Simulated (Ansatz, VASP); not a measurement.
**LiW16: VASP beside Ansatz**

```
W Li
1.0
     6.32000    0.00000    0.00000
     0.00000    6.32000    0.00000
     0.00000    0.00000    6.32000
W Li
16 1
Direct
  0.01168 0.00009 0.98135
  0.48867 0.00009 0.98133
  0.00489 0.50009 0.98817
  0.01164 0.00008 0.50427
  0.25017 0.25083 0.24285
  0.49561 0.50010 0.98827
  0.48870 0.00008 0.50430
  0.75011 0.19538 0.24278
  0.00492 0.50010 0.49758
  0.25017 0.74935 0.24285
  0.25023 0.25234 0.74284
  0.49558 0.50011 0.49748
  0.75012 0.80482 0.24275
  0.75021 0.25081 0.74283
  0.25023 0.74787 0.74284
  0.75021 0.74937 0.74282
  0.75054 0.50011 0.24303
```

Alike in both runs: functional PBE; dispersion D3(BJ); k mesh 2 × 2 × 2; occupations fermi-dirac, width 0.1 eV; no spin polarisation.

Ansatz relaxed the structure, and its values are those at the end. VASP's run is a single point on that final structure, the one shown.

|  | VASP | Ansatz |
| --- | --- | --- |
| version | VASP 6.6.1 | Ansatz 0.2.0 |
| potentials or method | VASP PAW PBE potentials, release 64 (W_sv, Li_sv), cutoff 520 eV | scalar-relativistic, plane waves, PAW |
| valence electrons in the cell | 227 | 227 |

```tsv
	VASP	Ansatz	Ansatz less VASP
rms of the force components (eV/Å)	0.008	0.004	-0.0039
```

The k mesh is coarse, so the values compare programs but aren't converged. Spin-orbit coupling is off throughout. Noted on VASP's run: the cutoff is under 1.25 times that of the potentials, so the pressure is a little rough.
